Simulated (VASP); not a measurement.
Set up this calculation in VASP 6.6.1, as the native input.

```
Task                   : relaxation of cell and atoms
Functional             : PBEsol
Potentials or basis    : VASP PAW PBE potentials, release 64 (Pt)
Cutoff                 : 500 eV
k mesh                 : 10 × 10 × 10
Occupations            : methfessel-paxton, width 0.05 eV
Spin                   : no spin polarisation
Target pressure        : 30 GPa
Dipole correction      : no
Further INCAR settings : ALGO = Normal; EDIFF = 1e-07; IBRION = 2; EDIFFG = -0.01; NSW = 80; ISIF = 3
```

The structure of Pt lies in POSCAR:

```
Pt
1.0
    0.0000000000      1.9600000000      1.9600000000
    1.9600000000      0.0000000000      1.9600000000
    1.9600000000      1.9600000000      0.0000000000
Pt
1
Direct
    0.0000000000      0.0000000000      0.0000000000
```

One way to write it, as run:

INCAR

```
PREC = Accurate
ENCUT = 500
EDIFF = 1E-7
ISMEAR = 1
SIGMA = 0.05
LREAL = F
LASPH = T
NELM = 120
ALGO = Normal
ISIF = 3
LWAVE = F
LCHARG = F
GGA = PS
IBRION = 2
NSW = 80
EDIFFG = -0.01
PSTRESS = 300.0
GGA_COMPAT = F
NELMIN = 4
```

KPOINTS

```
regular mesh
0
Gamma
  10 10 10
```

Potentials or basis: VASP PAW PBE potentials, release 64 (Pt).

Launch:

```console
$ cat potpaw_PBE.64/Pt/POTCAR > POTCAR
$ mpirun -np 1 vasp_std > vasp.out
```

It gave:

The relaxed volume is 13.83 Å³/atom and the relaxed cell is a = 2.694 Å, b = 2.694 Å, c = 2.694 Å, α = 60.00°, β = 60.00°, γ = 60.00°. The space group after relaxing (to 0.1 Å) is Fm-3m (No. 225). The energy change on relaxing (the run minimises the enthalpy) is +102.2 meV/atom. The ionic steps are 5. The pressure after relaxing is 30.0 GPa and the band gap on the k mesh is zero (bands 5 and 6 overlap by 2.57 eV).

Caveat: the cell is relaxed towards a set pressure, so the run minimises the enthalpy, not the energy; the PAW data sets were made with another functional, which shifts forces and pressure a little; spin-orbit coupling is left out, which moves the levels of the heavy elements.

It took 12 s on 1 thread of Intel(R) Xeon(R) 6975P-C (Granite Rapids), with other jobs on the host, peak memory 0.14 GiB.
